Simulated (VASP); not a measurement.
A run of VASP 6.6.1:

File INCAR:

```
PREC = Accurate ; ENCUT = 520
EDIFF = 1E-8 ; ISMEAR = 0
SIGMA = 0.025 ; LREAL = F
LASPH = T ; NELM = 80
ALGO = Normal ; ISIF = 2
LWAVE = F ; LCHARG = F
GGA = PE ; LEFG = T
NBANDS = 33
```

The input KPOINTS:

```
Automatic mesh
0
Gamma
  11 11 11
```

Contents of POSCAR:

```
TiO2
1.0
   -1.8921000000      1.8921000000      4.7573000000
    1.8921000000     -1.8921000000      4.7573000000
    1.8921000000      1.8921000000     -4.7573000000
Ti O
2 4
Direct
    0.0000000000      0.0000000000      0.0000000000
    0.7500000000      0.2500000000      0.5000000000
    0.2081000000      0.2081000000      0.0000000000
    0.9581000000      0.4581000000      0.5000000000
    0.5419000000      0.0419000000      0.5000000000
    0.7919000000      0.7919000000      0.0000000000
```

Potentials or basis: VASP PAW PBE potentials, release 64 (Ti_sv, O).

Run with:

```bash
$ cat potpaw_PBE.64/Ti_sv/POTCAR potpaw_PBE.64/O/POTCAR > POTCAR
$ mpirun -np 1 vasp_std > vasp.out
```

Hardware: 1 thread of Intel(R) Xeon(R) Platinum 8259CL CPU @ 2.50GHz (Skylake/Cascade Lake) (shared host).

Task: Estimate the wall time of this run.

Result: It took 9.7 min on 1 thread of Intel(R) Xeon(R) Platinum 8259CL CPU @ 2.50GHz (Skylake/Cascade Lake) (shared host), peak memory 0.39 GiB. Counts: scf iterations 20, k points 126.
